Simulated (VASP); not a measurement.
Wanted: the native input for a VASP 6.6.1 run.

| Quantity | Value |
| --- | --- |
| Task | single point |
| Functional | PBE |
| Potentials or basis | VASP PAW PBE potentials, release 64 (Ga_d, Co) |
| Cutoff | 520 eV |
| k mesh | 10 × 10 × 5 |
| Occupations | gaussian, width 0.05 eV |
| Spin | collinear spin, antiferromagnetic start |
| Starting moments | [0.0, 0.0, 2.5, -2.5] μB |
| Dipole correction | no |
| Further INCAR settings | ALGO = Normal; EDIFF = 1e-07; NBANDS = 34 |

The structure of GaCo lies in POSCAR:

```
GaCo
1.0
    2.8780000000      0.0000000000      0.0000000000
    0.0000000000      2.8780000000      0.0000000000
    0.0000000000      0.0000000000      5.7560000000
Ga Co
2 2
Direct
    0.5000000000      0.5000000000      0.2500000000
    0.5000000000      0.5000000000      0.7500000000
    0.0000000000      0.0000000000      0.0000000000
    0.0000000000      0.0000000000      0.5000000000
```

One way to write it, as run:

INCAR

```
  PREC = Accurate
  ENCUT = 520
  EDIFF = 1E-7
  ISMEAR = 0
  SIGMA = 0.05
  LREAL = F
  LASPH = T
  NELM = 150
  ALGO = Normal
  ISIF = 2
  LWAVE = F
  LCHARG = F
  ISPIN = 2
  MAGMOM = 0 0 2.5 -2.5
  LORBIT = 11
  LMAXMIX = 4
  GGA = PE
  NBANDS = 34
```

KPOINTS

```
Automatic mesh
0
Gamma
  10 10 5
```

Potentials or basis: VASP PAW PBE potentials, release 64 (Ga_d, Co).

Command:

```console
$ cat potpaw_PBE.64/Ga_d/POTCAR potpaw_PBE.64/Co/POTCAR > POTCAR
$ mpirun -np 1 vasp_std > vasp.out
```

It gave:

```yaml
Pressure: 1.3 GPa
Band_gap_on_the_k_mesh: zero (filled and empty bands overlap)
Net_moment: 0.00 μB per cell
Site_moments: Ga +0.00; Co +0.36, -0.36 μB
Valence_electrons_inside_the_program's_atomic_spheres: Ga 11.79; Co 8.35
```

Run time: 4 min on 1 thread of Intel Xeon 8259CL (shared host), peak memory 0.29 GiB.
